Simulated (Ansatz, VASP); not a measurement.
AgCl in VASP and in Ansatz

```
CELL_PARAMETERS angstrom
3.33351 -0.08781 -0.08781
-0.08781 3.33351 -0.08781
-0.08781 -0.08781 3.33351
ATOMIC_POSITIONS crystal
Ag 0.00000 0.00000 0.00000
Cl 0.50000 0.50000 0.50000
```

Alike in both runs: task single point; functional PBEsol; k mesh 12 × 12 × 12; occupations gaussian, width 0.05 eV; no spin polarisation.

|  | VASP | Ansatz |
| --- | --- | --- |
| version | VASP 6.6.1 | Ansatz 0.2.0 |
| potentials or method | VASP PAW PBE potentials, release 64 (Ag, Cl), cutoff 520 eV | scalar-relativistic, plane waves, PAW |
| valence electrons in the cell | 18 | 26 |

Ansatz gave:

```
gap on the k mesh at the Fermi level (eV)                     : 0.30
least direct gap on the mesh (eV)                             : 2.21
pressure (GPa)                                                : 0.3
traceless stress, the component that is largest in VASP (GPa) : -0.52
```

Task: Estimate VASP's values.

Result: gap on the k mesh at the Fermi level (eV): 0.30; least direct gap on the mesh (eV): 2.21; pressure (GPa): 0.2; traceless stress, the component that is largest in VASP (GPa): -0.53.

VASP's potentials were made for PBE, not for PBEsol. VASP's potentials hold 18 valence electrons a cell and Ansatz's 26, so a difference there can come from the potentials and not from the codes.
